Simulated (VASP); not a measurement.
# ZnS (I-4m2) in VASP: single point with LDA

Aim: the single point of ZnS with LDA.

Program: VASP 6.6.1. These are calculated values, not measurements. Logs are shortened: lines on timing, memory, paths and dates and some standing lists are left out, and cuts for length are marked.

### Step 1. The cell of the first run

The structure is tetragonal, space group I-4m2 (No. 119). Conventional cell: a = 4.131 Å, b = 4.131 Å, c = 4.977 Å, α = 90.00°, β = 90.00°, γ = 90.00°. Zn (site symmetry -4m2) has 4 S at 2.41 Å within 3.2 Å. S (site symmetry -4m2) has 4 Zn at 2.41 Å within 3.2 Å.

### Step 2. Single point, LDA (strain +0.080 along x and y, -0.080 along z)

The input, INCAR:

```
PREC = Accurate
ENCUT = 520
EDIFF = 1E-7
ISMEAR = 0
SIGMA = 0.05
LREAL = F
LASPH = T
NELM = 60
ALGO = Normal
ISIF = 2
LWAVE = F
LCHARG = T
GGA = CA
LELF = T
LVHAR = T
NBANDS = 16
```

The input, KPOINTS:

```
regular mesh
0
Gamma
  10 10 10
```

The input, POSCAR:

```
ZnS
1.0
    0.0000000000      2.9210220000      2.4882780000
    2.9210220000      0.0000000000      2.4882780000
    2.9210220000      2.9210220000      0.0000000000
Zn S
1 1
Direct
    0.0000000000      0.0000000000      0.0000000000
    0.7500000000      0.7500000000      0.7500000000
```

Potentials or basis: VASP PAW LDA potentials, release 64 (Zn, S).

Command:

```bash
> cat potpaw_LDA.64/Zn/POTCAR potpaw_LDA.64/S/POTCAR > POTCAR
> mpirun -np 1 vasp_std > vasp.out
```

OUTCAR:

```text
PREC = Accurate
   ENCUT = 520
   EDIFF = 1E-7
   ISMEAR = 0
   LREAL = F
   LASPH = T
   NELM = 60
   ISIF = 2
   GGA = CA

 ion  position               nearest neighbor table
   1  0.000  0.000  0.000-   2 2.41   2 2.41   2 2.41   2 2.41
   2  0.750  0.750  0.750-   1 2.41   1 2.41   1 2.41   1 2.41

  LATTYP: Found a body centered tetragonal cell.
 ALAT       =     4.1309489284
 C/A-ratio  =     1.2047004420

  Lattice vectors:

 A1 = (   0.0000000000,  -2.9210220000,  -2.4882780000)
 A2 = (   0.0000000000,   2.9210220000,  -2.4882780000)
 A3 = (   2.9210220000,   0.0000000000,   2.4882780000)

Analysis of symmetry for initial positions (statically):
=====================================================================
 Subroutine PRICEL returns:
 Original cell was already a primitive cell.

 Routine SETGRP: Setting up the symmetry group for a
 body centered tetragonal supercell.

 Subroutine GETGRP returns: Found  8 space group operations
 (whereof  8 operations were pure point group operations)
 out of a pool of 16 trial point group operations.

The static configuration has the point symmetry D_2d.

Analysis of symmetry for dynamics (positions and initial velocities):
=====================================================================
 Subroutine PRICEL returns:
 Original cell was already a primitive cell.

 Routine SETGRP: Setting up the symmetry group for a
 body centered tetragonal supercell.

 Subroutine GETGRP returns: Found  8 space group operations
 (whereof  8 operations were pure point group operations)
 out of a pool of 16 trial point group operations.

The dynamic configuration has the point symmetry D_2d.

 Subroutine INISYM returns: Found  8 space group operations
 (whereof  8 operations are pure point group operations),
 and found     1 'primitive' translations

----------------------------------------------------------------------------------------

                                     Primitive cell

  volume of cell :      42.4618

  direct lattice vectors                    reciprocal lattice vectors
     0.000000000  2.921022000  2.488278000    -0.171172966  0.171172966  0.200942178
     2.921022000  0.000000000  2.488278000     0.171172966 -0.171172966  0.200942178
     2.921022000  2.921022000  0.000000000     0.171172966  0.171172966 -0.200942178

  length of vectors
     3.837173039  3.837173039  4.130948928     0.314607895  0.314607895  0.314607895

  position of ions in fractional coordinates (direct lattice)
     0.000000000  0.000000000  0.000000000
     0.750000000  0.750000000  0.750000000

  ion indices of the primitive-cell ions
   primitive index   ion index
                 1           1
                 2           2

----------------------------------------------------------------------------------------

 KPOINTS: regular mesh

Automatic generation of k-mesh.
 Grid dimensions read from file:
 generate k-points for:   10   10   10

 Generating k-lattice:

  Cartesian coordinates                     Fractional coordinates (reciprocal lattice)
    -0.017117297  0.017117297  0.020094218     0.100000000  0.000000000  0.000000000
     0.017117297 -0.017117297  0.020094218     0.000000000  0.100000000  0.000000000
     0.017117297  0.017117297 -0.020094218     0.000000000  0.000000000  0.100000000

  Length of vectors
     0.031460789  0.031460789  0.031460789

  Shift w.r.t. Gamma in fractional coordinates (k-lattice)
     0.000000000  0.000000000  0.000000000

 Subroutine IBZKPT returns following result:
 ===========================================

 Found    102 irreducible k-points:

 Following reciprocal coordinates:
            Coordinates               Weight
  0.000000  0.000000  0.000000      1.000000
  0.100000 -0.000000  0.000000      8.000000
  0.200000 -0.000000  0.000000      8.000000
  0.300000 -0.000000  0.000000      8.000000
  0.400000 -0.000000  0.000000      8.000000
  0.500000  0.000000  0.000000      4.000000
[... 16 lines left out ...]
  0.300000  0.300000  0.000000      2.000000
  0.400000  0.300000  0.000000      8.000000
 [... further k-points ...]
   k-points           NKPTS =    102   k-points in BZ     NKDIM =    102   number of bands    NBANDS=     16
   number of dos      NEDOS =    301   number of ions     NIONS =      2
   total plane-waves  NPLWV =  28800
   dimension x,y,z NGX =    30 NGY =   30 NGZ =   32
   dimension x,y,z NGXF=    60 NGYF=   60 NGZF=   64
   ions per type =               1   1
   NGX,Y,Z   is equivalent  to a cutoff of  13.00, 13.00, 12.88 a.u.
   NGXF,Y,Z  is equivalent  to a cutoff of  26.00, 26.00, 25.76 a.u.
 SYSTEM =  unknown system
   PREC   = accura    normal or accurate (medium, high low for compatibility)
   ISTART =      0    job   : 0-new  1-cont  2-samecut
   ICHARG =      2    charge: 1-file 2-atom 10-const
   ISPIN  =      1    spin polarized calculation?
   LNONCOLLINEAR =      F non collinear calculations
   LSORBIT =      F    spin-orbit coupling
   LASPH  =      T    aspherical Exc in radial PAW
   ENCUT  =  520.0 eV  38.22 Ry    6.18 a.u.   7.13  7.13  7.68*2*pi/ulx,y,z
   NELM   =     60;   NELMIN=  2; NELMDL= -5     # of ELM steps
   EDIFF  = 0.1E-06   stopping-criterion for ELM
   LREAL  =      F    real-space projection
   EDIFFG = 0.1E-05   stopping-criterion for IOM
   NSW    =      0    number of steps for IOM
   IBRION =     -1    ionic relax: 0-MD 1-quasi-New 2-CG
   NFREE  =      0    steps in history (QN), initial steepest desc. (CG)
   ISIF   =      2    stress and relaxation
   ISYM   =      2    0-nonsym 1-usesym 2-fastsym
   POTIM  = 0.5000    time-step for ionic-motion
   TEBEG  =    0.0;   TEEND  =   0.0 temperature during run
   PSTRESS=    0.0 pullay stress
   NELECT =      18.0000    total number of electrons
   NUPDOWN=      -1.0000    fix difference up-down
   EMIN   =  10.00;   EMAX   =-10.00  energy-range for DOS
   EFERMI =   0.00;   METHOD = LEGACY
   ISMEAR =     0;   SIGMA  =   0.05  broadening in eV -4-tet -1-fermi 0-gaus
   EFERMI_NEDOS =   21; number of points for ismear=-14 and -15
   IALGO  =     38    algorithm
   IMIX   =      4    mixing-type and parameters
     AMIX     =   0.40;   BMIX     =  1.00
     AMIX_MAG =   1.60;   BMIX_MAG =  1.00
  volume/ion in A,a.u.               =      21.23       143.27
  Fermi-wavevector in a.u.,A,eV,Ry     =   1.229795  2.323976 20.577402  1.512396
  Thomas-Fermi vector in A             =   2.364669
   LORBIT       =      0    0 simple, 1 ext, 2 COOP (PROOUT), +10 PAW based schemes
   GGA     = CA    functional components
   LHFCALC =     F    Hartree Fock is set to
   AEXX    =    0.0000 exact exchange contribution
   IVDW    =     0    specifies the selected vdW correction
   LEPSILON=     F    determine dielectric tensor
   LRPA    =     F    only Hartree local field effects (RPA)
 non-spin polarized calculation
 Gauss-broadening in eV      SIGMA  =   0.05
  energy-cutoff  :      520.00
  volume of cell :       42.46
 maximum number of plane-waves:      1166
 NGX is ok and might be reduce to    30
   NGX = 15   NGY = 15   NGZ = 15

 number of electron      18.0000008 magnetization

 Free energy of the ion-electron system (eV)
  ---------------------------------------------------
  ext. energy  EPLUGINS =         0.00000000
  ---------------------------------------------------
  free energy    TOTEN  =        -7.96170555 eV

  energy without entropy =       -7.96170555  energy(sigma->0) =       -7.96170555

 E-fermi :   1.7137     XC(G=0):  -9.7275

 val. band max:        1.5021857166   @ k =   0.0000   0.0000   0.0000
 cond. band min:       2.7396505203   @ k =   0.0000   0.0000   0.0000
 fundamental gap:      1.2374648037
 Fermi energy:         1.7137083729

 k-point     1 :       0.0000    0.0000    0.0000
  band No.  band energies     occupation
      1     -11.3169      2.00000
      2      -4.9694      2.00000
      3      -4.9694      2.00000
      4      -4.9054      2.00000
      5      -4.5968      2.00000
      6      -4.5674      2.00000
[... 8 lines left out ...]
     15      12.2666      0.00000
     16      13.4759      0.00000

 k-point     2 :       0.1000   -0.0000    0.0000
  band No.  band energies     occupation
      1     -11.2478      2.00000
      2      -4.9649      2.00000
      3      -4.9606      2.00000
      4      -4.8968      2.00000
      5      -4.5949      2.00000
      6      -4.5697      2.00000
[... 8 lines left out ...]
     15      12.3700      0.00000
     16      13.2900      0.00000

 k-point     3 :       0.2000   -0.0000    0.0000
  band No.  band energies     occupation
      1     -11.0579      2.00000
      2      -4.9450      2.00000
      3      -4.9405      2.00000
      4      -4.8669      2.00000
      5      -4.5856      2.00000
      6      -4.5739      2.00000
[... 8 lines left out ...]
     15      11.9082      0.00000
     16      14.1229      0.00000

 k-point     4 :       0.3000   -0.0000    0.0000
  band No.  band energies     occupation
      1     -10.8017      2.00000
      2      -4.9226      2.00000
      3      -4.8882      2.00000
      4      -4.8095      2.00000
      5      -4.5730      2.00000
      6      -4.5648      2.00000
[... 8 lines left out ...]
     15      12.3831      0.00000
     16      13.8400      0.00000
[... 324 lines left out ...]
 k-point    22 :      -0.2000    0.2000    0.0000
  band No.  band energies     occupation
      1     -10.7499      2.00000
      2      -4.8950      2.00000
      3      -4.8475      2.00000
      4      -4.8010      2.00000
      5      -4.5922      2.00000
      6      -4.5855      2.00000
[... 8 lines left out ...]
     15      12.9992      0.00000
     16      14.2743      0.00000

 k-point    23 :       0.3000    0.3000    0.0000
  band No.  band energies     occupation
      1     -10.5311      2.00000
      2      -4.9447      2.00000
      3      -4.8246      2.00000
      4      -4.8246      2.00000
      5      -4.5346      2.00000
      6      -4.5318      2.00000
[... 8 lines left out ...]
     15      13.2195      0.00000
     16      16.7880      0.00000

 k-point    24 :       0.4000    0.3000    0.0000
  band No.  band energies     occupation
      1     -10.3468      2.00000
      2      -4.9217      2.00000
      3      -4.7902      2.00000
      4      -4.7793      2.00000
      5      -4.5184      2.00000
      6      -4.4573      2.00000
[... 8 lines left out ...]
     15      14.0973      0.00000
     16      16.6421      0.00000

 [... further k-points ...]
[... 5 lines left out ...]
  --------------------------------------------------------------------------------------
  -------------------------------------------------------------------------------------
  Total       -2.8916235     -2.8916235     -1.2771938      0.0000000     -0.0000000      0.0000000
  in kB     -109.1072917   -109.1072917    -48.1913203      0.0000000     -0.0000000      0.0000000
  external PRESSURE =     -88.8019679 kB  Pullay stress =       0.0000000 kB

 VOLUME and BASIS-vectors are now :
 -----------------------------------------------------------------------------
  energy-cutoff  :      520.00
  volume of cell :       42.46
      direct lattice vectors                 reciprocal lattice vectors
     0.000000000  2.921022000  2.488278000    -0.171172966  0.171172966  0.200942178
     2.921022000  0.000000000  2.488278000     0.171172966 -0.171172966  0.200942178
     2.921022000  2.921022000  0.000000000     0.171172966  0.171172966 -0.200942178

 POSITION                                       TOTAL-FORCE (eV/Angst)
 -----------------------------------------------------------------------------------
      0.00000      0.00000      0.00000         0.000000      0.000000      0.000000
      4.38153      4.38153      3.73242         0.000000      0.000000     -0.000000
 -----------------------------------------------------------------------------------
    total drift:                               -0.000001     -0.000001      0.000007

  FREE ENERGIE OF THE ION-ELECTRON SYSTEM (eV)
  ---------------------------------------------------
  free  energy   TOTEN  =        -7.9617055493 eV

  energy  without entropy=       -7.9617055493  energy(sigma->0) =       -7.96170555
```

Run time: 45 s. Hardware: 1 thread of AMD EPYC 7R43 (Zen 3), shared host; peak memory 0.16 GiB.

Results:

| Quantity | Value |
| --- | --- |
| Free energy | -7.9617 eV |
| Pressure | -8.9 GPa |
| Band gap on the k mesh | 1.24 eV, direct |

Stress tensor (GPa, compression positive):
```
-10.91   0.00   0.00
  0.00 -10.91   0.00
  0.00   0.00  -4.82
```

Caveat: the cell differs from its parent crystal (strain +0.080 along x and y, -0.080 along z).
